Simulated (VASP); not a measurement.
# HPt6 in VASP: further runs

The runs below take HPt6 through single point, with PBE.

Program: VASP 6.6.1. These are calculated values, not measurements. Logs are shortened: lines on timing, memory, paths and dates and some standing lists are left out, and cuts for length are marked.

### Step 1. The cell of the first run

The cell holds a slab with vacuum, 14 atoms: a = 5.615 Å, b = 5.615 Å, c = 22.620 Å, α = 90.00°, β = 90.00°, γ = 120.00°.

### Step 2. Single point, PBE

The input, INCAR:

```
PREC = Accurate
ENCUT = 520
EDIFF = 1E-7
ISMEAR = 0
SIGMA = 0.1
LREAL = F
LASPH = T
NELM = 100
ALGO = Normal
ISIF = 2
LWAVE = F
LCHARG = F
LDIPOL = T
IDIPOL = 3
DIPOL = 0.5 0.5 0.316
GGA = PE
NBANDS = 74
```

The input, KPOINTS:

```
regular mesh
0
Gamma
  6 6 1
```

The input, POSCAR:

```
HPt6
1.0
    5.6145835605      0.0000000000      0.0000000000
   -2.8072917802      4.8623719950      0.0000000000
    0.0000000000      0.0000000000     22.6197373747
Pt H
12 2
Direct
    0.3333333333      0.1666666667      0.1768367127
    0.3333333333      0.6666666667      0.1768367127
    0.8333333333      0.1666666667      0.1768367127
    0.8333333333      0.6666666667      0.1768367127
    0.1666666667      0.3333333333      0.2789580515
    0.1666666667      0.8333333333      0.2789580515
    0.6666666667      0.3333333333      0.2789580515
    0.6666666667      0.8333333333      0.2789580515
    0.0000000000      0.0000000000      0.3810715055
    0.0000000000      0.5000000000      0.3810715055
    0.5000000000      0.0000000000      0.3810715055
    0.5000000000      0.5000000000      0.3810715055
    0.2027493988      0.4054987976      0.5402245469
    0.2972506012      0.5945012024      0.5402245469
```

Potentials or basis: VASP PAW PBE potentials, release 64 (Pt, H).

Started as:

```
> cat potpaw_PBE.64/Pt/POTCAR potpaw_PBE.64/H/POTCAR > POTCAR
> mpirun -np 1 vasp_std > vasp.out
```

OUTCAR:

```text
PREC = Accurate
   ENCUT = 520
   EDIFF = 1E-7
   ISMEAR = 0
   LREAL = F
   LASPH = T
   NELM = 100
   ISIF = 2
   GGA = PE

 ion  position               nearest neighbor table
   1  0.333  0.167  0.177-   2 2.81   2 2.81   4 2.81   4 2.81   3 2.81   3 2.81   5 2.82   6 2.82
                             7 2.82
   2  0.333  0.667  0.177-   1 2.81   1 2.81   3 2.81   3 2.81   4 2.81   4 2.81   6 2.82   5 2.82
                             8 2.82
   3  0.833  0.167  0.177-   4 2.81   4 2.81   2 2.81   2 2.81   1 2.81   1 2.81   7 2.82   8 2.82
                             5 2.82
   4  0.833  0.667  0.177-   3 2.81   3 2.81   1 2.81   1 2.81   2 2.81   2 2.81   8 2.82   7 2.82
                             6 2.82
   5  0.167  0.333  0.279-   6 2.81   6 2.81   8 2.81   8 2.81   7 2.81   7 2.81   9 2.82  12 2.82
                            10 2.82   1 2.82   2 2.82   3 2.82
   6  0.167  0.833  0.279-   5 2.81   5 2.81   7 2.81   7 2.81   8 2.81   8 2.81  10 2.82  11 2.82
                             9 2.82   2 2.82   1 2.82   4 2.82
   7  0.667  0.333  0.279-   8 2.81   8 2.81   6 2.81   6 2.81   5 2.81   5 2.81  11 2.82  10 2.82
                            12 2.82   3 2.82   4 2.82   1 2.82
   8  0.667  0.833  0.279-   7 2.81   7 2.81   5 2.81   5 2.81   6 2.81   6 2.81  12 2.82   9 2.82
                            11 2.82   4 2.82   3 2.82   2 2.82
   9  0.000  0.000  0.381-  10 2.81  10 2.81  12 2.81  12 2.81  11 2.81  11 2.81   5 2.82   8 2.82
                             6 2.82
  10  0.000  0.500  0.381-   9 2.81   9 2.81  11 2.81  11 2.81  12 2.81  12 2.81   6 2.82   7 2.82
                             5 2.82
  11  0.500  0.000  0.381-  12 2.81  12 2.81  10 2.81  10 2.81   9 2.81   9 2.81   7 2.82   6 2.82
                             8 2.82
  12  0.500  0.500  0.381-  11 2.81  11 2.81   9 2.81   9 2.81  10 2.81  10 2.81   8 2.82   5 2.82
                             7 2.82
  13  0.203  0.405  0.540-
  14  0.297  0.595  0.540-

  LATTYP: Found a hexagonal cell.
 ALAT       =     5.6145835605
 C/A-ratio  =     4.0287471245

  Lattice vectors:

 A1 = (   5.6145835605,   0.0000000000,   0.0000000000)
 A2 = (  -2.8072917802,   4.8623719950,   0.0000000000)
 A3 = (   0.0000000000,   0.0000000000,  22.6197373747)

Analysis of symmetry for initial positions (statically):
=====================================================================
 Subroutine PRICEL returns:
 Original cell was already a primitive cell.

 Routine SETGRP: Setting up the symmetry group for a
 hexagonal supercell.

 Subroutine GETGRP returns: Found  2 space group operations
 (whereof  2 operations were pure point group operations)
 out of a pool of 24 trial point group operations.

The static configuration has the point symmetry C_1h.

Analysis of symmetry for dynamics (positions and initial velocities):
=====================================================================
 Subroutine PRICEL returns:
 Original cell was already a primitive cell.

 Routine SETGRP: Setting up the symmetry group for a
 hexagonal supercell.

 Subroutine GETGRP returns: Found  2 space group operations
 (whereof  2 operations were pure point group operations)
 out of a pool of 24 trial point group operations.

The dynamic configuration has the point symmetry C_1h.

 Subroutine INISYM returns: Found  2 space group operations
 (whereof  2 operations are pure point group operations),
 and found     1 'primitive' translations

----------------------------------------------------------------------------------------

                                     Primitive cell

  volume of cell :     617.5232

  direct lattice vectors                    reciprocal lattice vectors
     5.614583560  0.000000000  0.000000000     0.178107599  0.102830470  0.000000000
    -2.807291780  4.862371995  0.000000000     0.000000000  0.205660941  0.000000000
     0.000000000  0.000000000 22.619737375     0.000000000  0.000000000  0.044209178

  length of vectors
     5.614583560  5.614583560 22.619737375     0.205660941  0.205660941  0.044209178

  position of ions in fractional coordinates (direct lattice)
     0.333333333  0.166666667  0.176836713
     0.333333333  0.666666667  0.176836713
     0.833333333  0.166666667  0.176836713
     0.833333333  0.666666667  0.176836713
     0.166666667  0.333333333  0.278958051
     0.166666667  0.833333333  0.278958051
     0.666666667  0.333333333  0.278958051
     0.666666667  0.833333333  0.278958051
     0.000000000  0.000000000  0.381071506
     0.000000000  0.500000000  0.381071506
     0.500000000  0.000000000  0.381071506
     0.500000000  0.500000000  0.381071506
     0.202749399  0.405498798  0.540224547
     0.297250601  0.594501202  0.540224547

  ion indices of the primitive-cell ions
   primitive index   ion index
                 1           1
                 2           2
                 3           3
                 4           4
                 5           5
[... 88 lines left out ...]
     AMIX     =   0.40;   BMIX     =  1.00
     AMIX_MAG =   1.60;   BMIX_MAG =  1.00
  volume/ion in A,a.u.               =      44.11       297.66
  Fermi-wavevector in a.u.,A,eV,Ry     =   0.953477  1.801811 12.369314  0.909119
  Thomas-Fermi vector in A             =   2.082136
   LORBIT       =      0    0 simple, 1 ext, 2 COOP (PROOUT), +10 PAW based schemes
   GGA     = PE    functional components
   LHFCALC =     F    Hartree Fock is set to
   AEXX    =    0.0000 exact exchange contribution
   IVDW    =     0    specifies the selected vdW correction
   LEPSILON=     F    determine dielectric tensor
   LRPA    =     F    only Hartree local field effects (RPA)
 non-spin polarized calculation
 Gauss-broadening in eV      SIGMA  =   0.10
  energy-cutoff  :      520.00
  volume of cell :      617.52
 maximum number of plane-waves:     16729
 NGX is ok and might be reduce to    42
   NGX = 21   NGY = 21   NGZ = 85

 dipolmoment           0.000000      0.000000      0.000800 electrons x Angstroem

 number of electron     121.9999985 magnetization

 dipolmoment           0.000000      0.000000     -0.007925 electrons x Angstroem

 Free energy of the ion-electron system (eV)
  ---------------------------------------------------
  ext. energy  EPLUGINS =         0.00000000
  ---------------------------------------------------
  free energy    TOTEN  =       -74.43036090 eV

  energy without entropy =      -74.26584236  energy(sigma->0) =      -74.34810163

 E-fermi :  -0.8026     XC(G=0):  -5.1276

 val. band max:       -0.8044169964   @ k =   0.0000   0.1667   0.0000
 cond. band min:      -0.8007977477   @ k =   0.0000   0.0000   0.0000
 fundamental gap:      0.0036192487
 Fermi energy:        -0.8025635674

 k-point     1 :       0.0000    0.0000    0.0000
  band No.  band energies     occupation
      1      -9.5945      2.00000
      2      -7.8737      2.00000
      3      -7.3893      2.00000
      4      -6.9871      2.00000
      5      -6.9871      2.00000
      6      -6.9870      2.00000
[... 65 lines left out ...]
     72       2.0872      0.00000
     73       2.0879      0.00000

 k-point     2 :       0.1667    0.0000    0.0000
  band No.  band energies     occupation
      1      -9.3591      2.00000
      2      -7.6360      2.00000
      3      -7.1641      2.00000
      4      -6.9882      2.00000
      5      -6.8066      2.00000
      6      -6.8066      2.00000
[... 828 lines left out ...]
 k-point    13 :       0.3333    0.3333    0.0000
  band No.  band energies     occupation
      1      -7.2886      2.00000
      2      -7.2885      2.00000
      3      -7.2883      2.00000
      4      -6.0407      2.00000
      5      -6.0394      2.00000
      6      -6.0389      2.00000
[... 65 lines left out ...]
     72       4.1484      0.00000
     73       4.3176      0.00000
 [bands above 73 left out]

------------------------ aborting loop because EDIFF is reached ----------------------------------------

 vacuum level on the upper side and lower side of the slab       (xc-potential included)        -0.124        -0.072

  FORCE on cell =-STRESS in cart. coord.  units (eV):
  Direction    XX          YY          ZZ          XY          YZ          ZX
  --------------------------------------------------------------------------------------
  -------------------------------------------------------------------------------------
  Total      -19.1990254    -22.4229047     -0.4706082     -0.0000000     -0.0003198     -0.0000000
  in kB      -49.8122863    -58.1767109     -1.2210031     -0.0000000     -0.0008296     -0.0000000
  external PRESSURE =     -36.4033334 kB  Pullay stress =       0.0000000 kB

 VOLUME and BASIS-vectors are now :
 -----------------------------------------------------------------------------
  energy-cutoff  :      520.00
  volume of cell :      617.52
      direct lattice vectors                 reciprocal lattice vectors
     5.614583560  0.000000000  0.000000000     0.178107599  0.102830470  0.000000000
    -2.807291780  4.862371995  0.000000000     0.000000000  0.205660941  0.000000000
     0.000000000  0.000000000 22.619737375     0.000000000  0.000000000  0.044209178

 POSITION                                       TOTAL-FORCE (eV/Angst)
 -----------------------------------------------------------------------------------
      1.40365      0.81040      4.00000        -0.001124     -0.000034      0.018580
     -0.00000      3.24158      4.00000        -0.000000     -0.000773      0.017436
      4.21094      0.81040      4.00000         0.001124     -0.000034      0.018580
      2.80729      3.24158      4.00000         0.000000      0.001102      0.016633
      0.00000      1.62079      6.30996         0.000000      0.000298     -0.003359
     -1.40365      4.05198      6.30996         0.000969     -0.000876     -0.000594
      2.80729      1.62079      6.30996         0.000000      0.001035     -0.006370
      1.40365      4.05198      6.30996        -0.000969     -0.000876     -0.000594
      0.00000      0.00000      8.61974        -0.000000     -0.000375     -0.017594
     -1.40365      2.43119      8.61974         0.000026      0.001086     -0.014920
      2.80729      0.00000      8.61974        -0.000000     -0.001721     -0.017900
      1.40365      2.43119      8.61974        -0.000026      0.001086     -0.014920
      0.00000      1.97169     12.21974         0.000000      3.514811      0.002519
      0.00000      2.89069     12.21974        -0.000000     -3.514729      0.002502
 -----------------------------------------------------------------------------------
    total drift:                               -0.000000     -0.000154      0.000376

  FREE ENERGIE OF THE ION-ELECTRON SYSTEM (eV)
  ---------------------------------------------------
  free  energy   TOTEN  =       -74.4303609021 eV

  energy  without entropy=      -74.2658423633  energy(sigma->0) =      -74.34810163

 vacuum level on the upper side and lower side of the slab         4.878         4.928
```

It took 18 min on 1 thread of AMD EPYC 9R45 (Zen 5), shared host; peak memory 0.81 GiB.

What came out:

* Free energy: -74.4304 eV
* Largest force: 3.515 eV/Å
* Band gap on the k mesh: zero (bands 61 and 62 overlap by 0.75 eV)

Forces in eV/Å, atoms in the order of the input:
```
Pt  -0.001  0.000  0.019
Pt   0.000 -0.001  0.017
Pt   0.001  0.000  0.019
Pt   0.000  0.001  0.017
Pt   0.000  0.000 -0.003
Pt   0.001 -0.001 -0.001
Pt   0.000  0.001 -0.006
Pt  -0.001 -0.001 -0.001
Pt   0.000  0.000 -0.018
Pt   0.000  0.001 -0.015
Pt   0.000 -0.002 -0.018
Pt   0.000  0.001 -0.015
H    0.000  3.515  0.003
H    0.000 -3.515  0.003
```

Caveat: spin-orbit coupling is left out, which moves the levels of the heavy elements.

### Step 3. Single point, PBE

The input, INCAR:

```
SYSTEM = HPt6
  ALGO = Normal
  DIPOL = 0.5 0.5 0.298
  EDIFF = 1E-6
  ENCUT = 520
  GGA = PE
  IDIPOL = 3
  ISIF = 2
  ISMEAR = 0
  LASPH = .True.
  LCHARG = .False.
  LDIPOL = .True.
  LREAL = .False.
  LWAVE = .False.
  NBANDS = 74
  NELM = 80
  PREC = Accurate
  SIGMA = 0.1
```

The input, KPOINTS:

```
k-points
0
Gamma
  6 6 1
  0 0 0
```

Changes to POSCAR since step 2:

```diff
@@ -20,3 +20,3 @@
     0.5000000000      0.5000000000      0.3810715055
-    0.2027493988      0.4054987976      0.5402245469
-    0.2972506012      0.5945012024      0.5402245469
+    0.2114385736      0.4228771471      0.4151125727
+    0.2885614264      0.5771228529      0.4151125727
```

Potentials or basis: VASP PAW PBE potentials, release 64 (Pt, H).

Started as:

```
> cat potpaw_PBE.64/Pt/POTCAR potpaw_PBE.64/H/POTCAR > POTCAR
> mpirun -np 1 vasp_std > vasp.out
```

It took 55 min on 1 thread of Intel Xeon 8259CL, shared host; peak memory 0.87 GiB.

The run converged. Its results:

| Item | Value |
| --- | --- |
| Free energy | -73.2926 eV |
| Largest force | 6.698 eV/Å |
| Band gap on the k mesh | zero (bands 61 and 62 overlap by 0.64 eV) |

Forces in eV/Å, atoms in the order of the input:
```
Pt   0.024  0.004 -0.124
Pt   0.000  0.021  0.002
Pt  -0.024  0.004 -0.124
Pt   0.000 -0.033  0.092
Pt   0.000 -0.107 -0.452
Pt  -0.020  0.124 -0.195
Pt   0.000 -0.074  0.103
Pt   0.020  0.124 -0.195
Pt   0.000 -0.618 -0.187
Pt  -3.741 -0.098 -1.305
Pt   0.000  0.710 -0.323
Pt   3.741 -0.098 -1.305
H    0.000 -6.351  2.008
H    0.000  6.391  2.006
```

Levels at points of the mesh, in eV from the Fermi level:
```
           k point  band 58  band 59  band 60  band 61  band 62  band 63  band 64  band 65
(0.00, 0.00, 0.00)     0.23     0.28     0.33     0.39     0.59     0.60     0.61     0.79
(0.50, 0.00, 0.00)    -0.65    -0.25    -0.16    -0.03     0.01     0.21     0.26     1.21
(0.00, 0.50, 0.00)    -0.59    -0.32    -0.12    -0.11     0.05     0.22     0.24     0.70
```

Caveat: spin-orbit coupling is left out, which moves the levels of the heavy elements.

### Step 4. Single point, PBE

The input, INCAR:

```
PREC = Accurate ; ENCUT = 520
EDIFF = 1E-6 ; ISMEAR = 0
SIGMA = 0.1 ; LREAL = False
LASPH = True ; NELM = 80
ALGO = Normal ; ISIF = 2
LWAVE = False ; LCHARG = False
LDIPOL = True ; IDIPOL = 3
DIPOL = 0.5 0.5 0.300 ; GGA = PE
NBANDS = 74
```

The input, KPOINTS:

```
Automatic mesh
0
Gamma
  6 6 1
```

Changes to POSCAR since step 3:

```diff
@@ -20,3 +20,3 @@
     0.5000000000      0.5000000000      0.3810715055
-    0.2114385736      0.4228771471      0.4151125727
-    0.2885614264      0.5771228529      0.4151125727
+    0.1892786072      0.3785572143      0.4292595097
+    0.3107213928      0.6214427857      0.4292595097
```

Started as:

```
> cat potpaw_PBE.64/Pt/POTCAR potpaw_PBE.64/H/POTCAR > POTCAR
> mpirun -np 1 vasp_std > vasp.out
```

Wall time 49 min (1 thread of Intel Xeon 8259CL, shared host); peak memory 0.9 GiB.

Results (log left out):

```yaml
Free_energy: -74.9356 eV
Largest_force: 0.814 eV/Å
Band_gap_on_the_k_mesh: zero (bands 61 and 62 overlap by 0.66 eV)
```

Forces in eV/Å, atoms in the order of the input:
```
Pt   0.039  0.007 -0.109
Pt   0.000  0.030 -0.007
Pt  -0.039  0.007 -0.109
Pt   0.000 -0.026  0.087
Pt   0.000 -0.104 -0.403
Pt  -0.024  0.080 -0.141
Pt   0.000 -0.014  0.233
Pt   0.024  0.080 -0.141
Pt   0.000 -0.200  0.088
Pt  -0.466 -0.063  0.542
Pt   0.000  0.277 -0.074
Pt   0.466 -0.063  0.542
H    0.000 -0.772 -0.260
H    0.000  0.760 -0.250
```

Levels at points of the mesh, in eV from the Fermi level:
```tsv
k point	band 57	band 58	band 59	band 60	band 61	band 62	band 63	band 64	band 65	band 66
(0.00, 0.00, 0.00)	0.21	0.22	0.31	0.36	0.41	0.58	0.59	0.59	0.60	0.96
(0.50, 0.00, 0.00)	-0.71	-0.69	-0.26	-0.16	-0.03	0.01	0.21	0.27	0.98	1.37
(0.00, 0.50, 0.00)	-0.71	-0.64	-0.27	-0.15	-0.07	0.04	0.24	0.25	0.68	1.52
```

Caveat: spin-orbit coupling is left out, which moves the levels of the heavy elements.

### Step 5. Single point, PBE

The input, INCAR:

```
PREC = Accurate ; ENCUT = 520
EDIFF = 1E-6 ; ISMEAR = 0
SIGMA = 0.1 ; LREAL = F
LASPH = T ; NELM = 80
ALGO = Normal ; ISIF = 2
LWAVE = F ; LCHARG = F
LDIPOL = T ; IDIPOL = 3
DIPOL = 0.5 0.5 0.298 ; GGA = PE
NBANDS = 74
```

The input, KPOINTS:

```
regular mesh
0
Gamma
  6 6 1
```

Changes to POSCAR since step 4:

```diff
@@ -20,3 +20,3 @@
     0.5000000000      0.5000000000      0.3810715055
-    0.1892786072      0.3785572143      0.4292595097
-    0.3107213928      0.6214427857      0.4292595097
+    0.1892786072      0.3785572143      0.4151125727
+    0.3107213928      0.6214427857      0.4151125727
```

Started as:

```
> cat potpaw_PBE.64/Pt/POTCAR potpaw_PBE.64/H/POTCAR > POTCAR
> mpirun -np 1 vasp_std > vasp.out
```

Run time: 50 min. Hardware: 1 thread of Intel Xeon 8259CL, shared host; peak memory 0.9 GiB.

It converged, with:

```yaml
Free_energy: -74.6896 eV
Largest_force: 2.260 eV/Å
Band_gap_on_the_k_mesh: zero (bands 61 and 62 overlap by 0.62 eV)
```

Forces on the atoms (eV/Å):
```
Pt   0.024  0.005 -0.106
Pt   0.000  0.024 -0.014
Pt  -0.024  0.005 -0.106
Pt   0.000 -0.025  0.065
Pt   0.000 -0.094 -0.459
Pt  -0.022  0.092 -0.201
Pt   0.000 -0.068  0.029
Pt   0.022  0.092 -0.201
Pt   0.000 -0.539 -0.064
Pt  -2.219 -0.060 -0.424
Pt   0.000  0.628 -0.216
Pt   2.219 -0.060 -0.424
H    0.000 -1.824  1.065
H    0.000  1.825  1.057
```

Levels at points of the mesh, in eV from the Fermi level:
```csv
k point,band 57,band 58,band 59,band 60,band 61,band 62,band 63,band 64,band 65,band 66
"(0.00, 0.00, 0.00)",0.18,0.22,0.29,0.32,0.36,0.54,0.59,0.60,0.61,0.90
"(0.50, 0.00, 0.00)",-0.68,-0.65,-0.23,-0.16,-0.03,0.01,0.22,0.26,1.26,1.45
"(0.00, 0.50, 0.00)",-0.70,-0.60,-0.27,-0.14,-0.08,0.04,0.23,0.26,0.94,1.58
```

Caveat: spin-orbit coupling is left out, which moves the levels of the heavy elements.

### Step 6. Overview

| cell | gap on the mesh (eV) | largest force (eV/Å) |
| --- | --- | --- |
| as given, atomic positions A | none | 3.51 |
| as given, atomic positions B | none | 6.70 |
| as given, atomic positions C | none | 0.81 |
| as given, atomic positions D | none | 2.26 |

Alike in all rows: task single point; level PBE; potentials or basis VASP PAW PBE potentials, release 64 (Pt, H); no spin polarisation; k mesh 6 × 6 × 1; cutoff (eV) 520; smearing gaussian 0.1 eV.

Caveats: spin-orbit coupling is left out, which moves the levels of the heavy elements.

Total energies depend on the potentials used, so only differences within one code and one set of settings carry meaning.
